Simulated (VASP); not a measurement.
# CoO (P6_3mc) in VASP: further runs, part 2 of 3

VASP 6.6.1. The steps go on from the part before.

## Step 3: Relaxation of cell and atoms, PBE+U, collinear spin, antiferromagnetic start, target pressure 1 GPa, at which the enthalpy is minimised

This run uses another cell than the first one, of 12.26 Å³/atom.

The input, INCAR:

```
SYSTEM = CoO
  PREC = Accurate
  ENCUT = 600
  EDIFF = 1E-7
  ISMEAR = 0
  SIGMA = 0.02
  LREAL = .FALSE.
  LASPH = .TRUE.
  NELM = 200
  ALGO = Normal
  ISIF = 3
  LWAVE = .FALSE.
  LCHARG = .FALSE.
  ISPIN = 2
  MAGMOM = -2.67 2.67 0 0
  LORBIT = 11
  LMAXMIX = 4
  LDAU = .TRUE.
  LDAUTYPE = 2
  LDAUL = 2 -1
  LDAUU = 3.32 0
  LDAUJ = 0 0
  LDAUPRINT = 1
  GGA = PE
  IBRION = 2
  NSW = 70
  EDIFFG = -0.008
  PSTRESS = 10.0
  GGA_COMPAT = .FALSE.
  NELMIN = 4
```

The input, KPOINTS:

```
Automatic mesh
0
G
  12 12 6
  0 0 0
```

The input, POSCAR:

```
CoO
1.0
    3.2749009174      0.0000000001      0.0000000000
   -1.6374504587      2.8361473893      0.0000000000
    0.0000000000      0.0000000000      5.2782563486
Co O
2 2
Direct
    0.0000000000      0.0000000000      0.0005751930
    0.3333333333      0.6666666667      0.5005751719
    0.0000000000      0.0000000000      0.3744253183
    0.3333333333      0.6666666667      0.8744253169
```

Potentials or basis: VASP PAW PBE potentials, release 64 (Co, O).

Run with:

```bash
> cat potpaw_PBE.64/Co/POTCAR potpaw_PBE.64/O/POTCAR > POTCAR
> mpirun -np 1 vasp_std > vasp.out
```

OUTCAR:

```text
SYSTEM = CoO
   PREC = Accurate
   ENCUT = 600
   EDIFF = 1E-7
   ISMEAR = 0
   LREAL = .FALSE.
   LASPH = .TRUE.
   NELM = 200
   ISIF = 3
   ISPIN = 2
   LORBIT = 11
   GGA = PE
   IBRION = 2
   NSW = 70
   EDIFFG = -0.008
   PSTRESS = 10.0
   NELMIN = 4

 ion  position               nearest neighbor table
   1  0.000  0.000  0.001-   3 1.97   4 2.00   4 2.00   4 2.00
   2  0.333  0.667  0.501-   4 1.97   3 2.00   3 2.00   3 2.00
   3  0.000  0.000  0.374-   1 1.97   2 2.00   2 2.00   2 2.00
   4  0.333  0.667  0.874-   2 1.97   1 2.00   1 2.00   1 2.00

  LATTYP: Found a hexagonal cell.
 ALAT       =     3.2749009174
 C/A-ratio  =     1.6117300895

  Lattice vectors:

 A1 = (   3.2749009174,   0.0000000001,   0.0000000000)
 A2 = (  -1.6374504587,   2.8361473893,   0.0000000000)
 A3 = (   0.0000000000,   0.0000000000,   5.2782563486)

Analysis of symmetry for initial positions (statically):
=====================================================================
 Subroutine PRICEL returns:
 Original cell was already a primitive cell.

 Routine SETGRP: Setting up the symmetry group for a
 hexagonal supercell.

 Subroutine GETGRP returns: Found 12 space group operations
[... 333 lines left out ...]
  o =  0.9661  v = -0.3478 -0.6262 -0.0000 -0.5935 -0.3670  0.0000  0.0000  0.0000  0.0000  0.0000      0.0000  0.0000  0.0000  0.0000  0.0000  0.0000  0.0000  0.0000  0.0000  0.0000
  o =  0.9845  v = -0.0000 -0.0000 -1.0000  0.0000  0.0000  0.0000  0.0000  0.0000  0.0000  0.0000      0.0000  0.0000  0.0000  0.0000  0.0000  0.0000  0.0000  0.0000  0.0000  0.0000
  o =  0.9855  v =  0.6261  0.3479 -0.0000 -0.3670 -0.5935  0.0000  0.0000  0.0000  0.0000  0.0000      0.0000  0.0000  0.0000  0.0000  0.0000  0.0000  0.0000  0.0000  0.0000  0.0000
  o =  0.9855  v = -0.5935  0.3670  0.0000  0.3479 -0.6261  0.0000  0.0000  0.0000  0.0000  0.0000      0.0000  0.0000  0.0000  0.0000  0.0000  0.0000  0.0000  0.0000  0.0000  0.0000

--------------------------------------- Ionic step        3  -------------------------------------------

 number of electron      29.9999995 magnetization       0.0000003

 Free energy of the ion-electron system (eV)
  ---------------------------------------------------
  ext. energy  EPLUGINS =         0.00000000
  ---------------------------------------------------
  free energy    TOTEN  =       -24.43919695 eV

  energy without entropy =      -24.43919695  energy(sigma->0) =      -24.43919695

 E-fermi :   4.8797     XC(G=0): -10.7905

 val. band max:        4.7357262616   @ k =   0.0000   0.0000   0.5000
 cond. band min:       5.9419882962   @ k =   0.0000   0.0000   0.0000
 fundamental gap:      1.2062620346
 Fermi energy:         4.8797356269

 spin component 1

 k-point     1 :       0.0000    0.0000    0.0000
  band No.  band energies     occupation
      1     -13.5977      1.00000
      2     -12.9687      1.00000
      3      -0.9488      1.00000
      4      -0.9488      1.00000
      5      -0.8527      1.00000
      6      -0.3192      1.00000
[... 1086 lines left out ...]
  energy  without entropy=      -24.4391969501  energy(sigma->0) =      -24.43919695

  enthalpy is  TOTEN    =       -24.1370461254 eV   P V=        0.3021508248

 reached required accuracy - stopping structural energy minimisation

 total charge

# of ion       s       p       d       tot
------------------------------------------
    1        0.344   0.413   7.155   7.912
    2        0.344   0.413   7.155   7.912
    3        1.543   3.468   0.000   5.010
    4        1.543   3.468   0.000   5.010
--------------------------------------------------
tot          3.773   7.761  14.311  25.845

 magnetization (x)

# of ion       s       p       d       tot
------------------------------------------
    1       -0.015  -0.041  -2.593  -2.649
    2        0.015   0.041   2.593   2.649
    3        0.007   0.079   0.000   0.087
    4       -0.007  -0.079   0.000  -0.087
--------------------------------------------------
tot          0.000   0.000  -0.000  -0.000
```

CONTCAR:

```text
CoO
   1.00000000000000
     3.2614604093574511    0.0000000000994379    0.0000000000000000
    -1.6307302046788570    2.8245075678956320    0.0000000000000000
     0.0000000000000000   -0.0000000000000000    5.2550821885510484
  Co              O
     2     2
Direct
     0.0000000000000000    0.0000000000000000    0.0005006134120251
     0.3333333332999970    0.6666666667000030    0.5005005923120251
     1.0000000000000000    1.0000000000000000    0.3744998978879764
     0.3333333332999970    0.6666666667000030    0.8744998964879798

  0.00000000E+00  0.00000000E+00  0.00000000E+00
  0.00000000E+00  0.00000000E+00  0.00000000E+00
  0.00000000E+00  0.00000000E+00  0.00000000E+00
  0.00000000E+00  0.00000000E+00  0.00000000E+00
```

Wall time 4.6 min (1 thread of AMD EPYC 9R45 (Zen 5), shared host); peak memory 0.26 GiB.

Results:

- Free energy: -24.4392 eV
- Relaxed volume: 12.10 Å³/atom
- Relaxed cell: a = 3.261 Å, b = 3.261 Å, c = 5.255 Å, α = 90.00°, β = 90.00°, γ = 120.00°
- Space group after relaxing (to 0.1 Å): P6_3mc (No. 186)
- Energy change on relaxing (the run minimises the enthalpy): +0.2 meV/atom
- Ionic steps: 3
- Pressure after relaxing: 1.0 GPa
- Largest force after relaxing: 0.005 eV/Å
- Band gap on the k mesh: 1.21 eV (least direct gap 1.30 eV)
- Net moment: 0.00 μB per cell
- Site moments: Co -2.65, +2.65; O +0.09, -0.09 μB
- Valence electrons inside the program's atomic spheres: Co 7.91; O 5.01

Forces on the atoms (eV/Å):
```
Co   0.000  0.000 -0.005
Co   0.000  0.000 -0.005
O    0.000  0.000  0.005
O    0.000  0.000  0.005
```

Step by step:
```csv
step,energy change (eV),largest force (eV/Å),pressure (GPa),volume (Å³)
1,0.0000,0.0117,-0.62,49.02
2,0.0029,0.0018,1.74,48.15
3,0.0007,0.0048,1.00,48.41
```

Final structure:
```
Co O
1.0
     3.26146    0.00000    0.00000
    -1.63073    2.82451    0.00000
     0.00000    0.00000    5.25508
Co O
2 2
Direct
  0.00000 0.00000 0.00050
  0.33333 0.66667 0.50050
  0.00000 0.00000 0.37450
  0.33333 0.66667 0.87450
```

Eigenvalues of the final occupation matrices:
```
    site  spin  trace               eigenvalues
site 1 d     1   2.29  0.12 0.12 0.14 0.96 0.96
site 1 d     2   4.89  0.97 0.97 0.98 0.99 0.99
site 2 d     1   4.89  0.97 0.97 0.98 0.99 0.99
site 2 d     2   2.29  0.12 0.12 0.14 0.96 0.96
```

Caveat: the cell is relaxed towards a set pressure, so the run minimises the enthalpy, not the energy. The state reached can hang on the start; a lower one may exist.

## Step 4: Single point, PBE+U, collinear spin, antiferromagnetic start

This run uses another cell than the first one, of 11.43 Å³/atom.

The input, INCAR:

```
PREC     = Accurate       # precision mode
ENCUT    = 520            # plane-wave cutoff, eV
EDIFF    = 1E-7           # SCF threshold, eV
ISMEAR   = 0              # smearing method
SIGMA    = 0.02           # smearing width, eV
LREAL    = False          # projectors in reciprocal space
LASPH    = True           # aspherical terms in the spheres
NELM     = 150            # most SCF steps
ALGO     = Normal         # electronic algorithm
ISIF     = 2              # what is computed and relaxed
LWAVE    = False          # write WAVECAR
LCHARG   = False          # write CHGCAR
ISPIN    = 2              # spin polarisation
MAGMOM   = -2.65 2.65 0 0 # initial moments
LORBIT   = 11             # projections on sites
LMAXMIX  = 4              # l up to which the mixer works
LDAU     = True           # DFT+U
LDAUTYPE = 2            
LDAUL    = 2 -1           # shell
LDAUU    = 3.32 0         # U, eV
LDAUJ    = 0 0          
LDAUPRINT= 1            
GGA      = PE             # functional
NBANDS   = 27             # bands
```

The input, KPOINTS:

```
regular mesh
0
Gamma
  12 12 6
```

The input, POSCAR:

```
CoO
1.0
    3.1913286624      0.0000000000      0.0000000000
   -1.5956643312      2.7637716935      0.0000000000
    0.0000000000      0.0000000000      5.1835243762
Co O
2 2
Direct
    0.0000000000      0.0000000000      0.0016984226
    0.3333333333      0.6666666667      0.5016984178
    0.0000000000      0.0000000000      0.3733020737
    0.3333333333      0.6666666667      0.8733020859
```

Run with:

```bash
> cat potpaw_PBE.64/Co/POTCAR potpaw_PBE.64/O/POTCAR > POTCAR
> mpirun -np 1 vasp_std > vasp.out
```

Run time: 1.7 min. Hardware: 1 thread of Intel Xeon Platinum 8488C (Sapphire Rapids), shared host; peak memory 0.27 GiB.

It converged, with:

```
Free energy                                           : -24.3422 eV
Pressure                                              : 9.7 GPa
Largest force                                         : 0.017 eV/Å
Band gap on the k mesh                                : 1.21 eV (least direct gap 1.31 eV)
Net moment                                            : 0.00 μB per cell
Site moments                                          : Co -2.62, +2.62; O +0.09, -0.09 μB
Valence electrons inside the program's atomic spheres : Co 8.02; O 5.04
```

Forces in eV/Å, atoms in the order of the input:
```
Co   0.000  0.000 -0.017
Co   0.000  0.000 -0.017
O    0.000  0.000  0.017
O    0.000  0.000  0.017
```

Stress tensor (GPa, compression positive):
```
9.77 0.00 0.00
0.00 9.77 0.00
0.00 0.00 9.59
```

Levels at points of the mesh, in eV from the valence-band top:
Spin up:
| k point | band 13 | band 14 | band 15 | band 16 | band 17 | band 18 |
| --- | --- | --- | --- | --- | --- | --- |
| (0.00, 0.00, 0.00) | -1.41 | -0.10 | -0.10 | 1.21 | 3.41 | 4.06 |
| (0.50, 0.00, 0.00) | -1.71 | -0.76 | -0.29 | 2.00 | 2.67 | 3.36 |
| (0.00, 0.00, 0.50) | -1.54 | 0.00 | 0.00 | 2.84 | 3.60 | 3.98 |
| (0.50, 0.00, 0.50) | -1.43 | -0.78 | -0.72 | 2.08 | 2.99 | 3.30 |
Spin down:
| k point | band 11 | band 12 | band 13 | band 14 | band 15 | band 16 | band 17 | band 18 | band 19 | band 20 |
| --- | --- | --- | --- | --- | --- | --- | --- | --- | --- | --- |
| (0.00, 0.00, 0.00) | -1.43 | -1.43 | -1.41 | -0.10 | -0.10 | 1.21 | 3.41 | 4.06 | 4.06 | 6.53 |
| (0.50, 0.00, 0.00) | -2.68 | -2.03 | -1.71 | -0.76 | -0.29 | 2.00 | 2.67 | 3.36 | 6.80 | 7.03 |
| (0.00, 0.00, 0.50) | -1.56 | -1.54 | -1.54 | 0.00 | 0.00 | 2.84 | 3.60 | 3.98 | 3.98 | 4.43 |
| (0.50, 0.00, 0.50) | -2.37 | -1.51 | -1.43 | -0.78 | -0.72 | 2.08 | 2.99 | 3.30 | 6.20 | 7.07 |

Eigenvalues of the final occupation matrices:
| site | spin | trace | eigenvalues |
| --- | --- | --- | --- |
| site 1 d | 1 | 2.33 | 0.13 0.13 0.15 0.96 0.96 |
| site 1 d | 2 | 4.90 | 0.97 0.97 0.99 0.99 0.99 |
| site 2 d | 1 | 4.90 | 0.97 0.97 0.99 0.99 0.99 |
| site 2 d | 2 | 2.33 | 0.13 0.13 0.15 0.96 0.96 |

Caveat: the cell stands under pressure. The state reached can hang on the start; a lower one may exist.

## Step 5: Single point, PBE+U, collinear spin, antiferromagnetic start

This run uses another cell than the first one, of 11.43 Å³/atom.

The input, INCAR:

```
SYSTEM = CoO
ALGO = Normal ; EDIFF = 1E-7
ENCUT = 520 ; GGA = PE
ISIF = 2 ; ISMEAR = 0
ISPIN = 2 ; LASPH = .True.
LCHARG = .False. ; LDAU = .True.
LDAUJ = 0 0 ; LDAUL = 2 -1
LDAUPRINT = 1 ; LDAUTYPE = 2
LDAUU = 3.32 0 ; LMAXMIX = 4
LORBIT = 11 ; LREAL = .False.
LWAVE = .False. ; MAGMOM = -2.6 2.6 0.11 -0.11
NBANDS = 27 ; NELM = 150
PREC = Accurate ; SIGMA = 0.02
```

The input, KPOINTS:

```
k-points
0
Gamma
  12 12 6
  0 0 0
```

POSCAR is that of step 4.

Run with:

```bash
> cat potpaw_PBE.64/Co/POTCAR potpaw_PBE.64/O/POTCAR > POTCAR
> mpirun -np 1 vasp_std > vasp.out
```

It took 1.7 min on 1 thread of Intel Xeon Platinum 8488C (Sapphire Rapids), shared host; peak memory 0.27 GiB.

The run converged. Its results:

```yaml
Free_energy: -24.3422 eV
Pressure: 9.7 GPa
Largest_force: 0.017 eV/Å
Band_gap_on_the_k_mesh: 1.21 eV (least direct gap 1.31 eV)
Net_moment: 0.00 μB per cell
Site_moments: Co -2.62, +2.62; O +0.09, -0.09 μB
Valence_electrons_inside_the_program's_atomic_spheres: Co 8.02; O 5.04
```

Forces in eV/Å, atoms in the order of the input:
```
Co   0.000  0.000 -0.017
Co   0.000  0.000 -0.017
O    0.000  0.000  0.017
O    0.000  0.000  0.017
```

Stress tensor (GPa, compression positive):
```
9.77 0.00 0.00
0.00 9.77 0.00
0.00 0.00 9.59
```

Levels at points of the mesh, in eV from the valence-band top:
Spin up:
```
           k point  band 11  band 12  band 13  band 14  band 15  band 16  band 17  band 18  band 19  band 20
(0.00, 0.00, 0.00)    -1.43    -1.43    -1.41    -0.10    -0.10     1.21     3.41     4.06     4.06     6.53
(0.50, 0.00, 0.00)    -2.68    -2.03    -1.71    -0.76    -0.29     2.00     2.67     3.36     6.80     7.03
(0.00, 0.00, 0.50)    -1.56    -1.54    -1.54     0.00     0.00     2.84     3.60     3.98     3.98     4.43
(0.50, 0.00, 0.50)    -2.37    -1.51    -1.43    -0.78    -0.72     2.08     2.99     3.30     6.20     7.07
```
Spin down:
```
           k point  band 12  band 13  band 14  band 15  band 16  band 17  band 18  band 19
(0.00, 0.00, 0.00)    -1.43    -1.41    -0.10    -0.10     1.21     3.41     4.06     4.06
(0.50, 0.00, 0.00)    -2.03    -1.71    -0.76    -0.29     2.00     2.67     3.36     6.80
(0.00, 0.00, 0.50)    -1.54    -1.54     0.00     0.00     2.84     3.60     3.98     3.98
(0.50, 0.00, 0.50)    -1.51    -1.43    -0.78    -0.72     2.08     2.99     3.30     6.20
```

Eigenvalues of the final occupation matrices:
```csv
site,spin,trace,eigenvalues
site 1 d,1,2.33,0.13 0.13 0.15 0.96 0.96
site 1 d,2,4.90,0.97 0.97 0.99 0.99 0.99
site 2 d,1,4.90,0.97 0.97 0.99 0.99 0.99
site 2 d,2,2.33,0.13 0.13 0.15 0.96 0.96
```

Caveat: the cell stands under pressure. A k mesh can miss the band edges.

(Continued in part 3 of 3.)
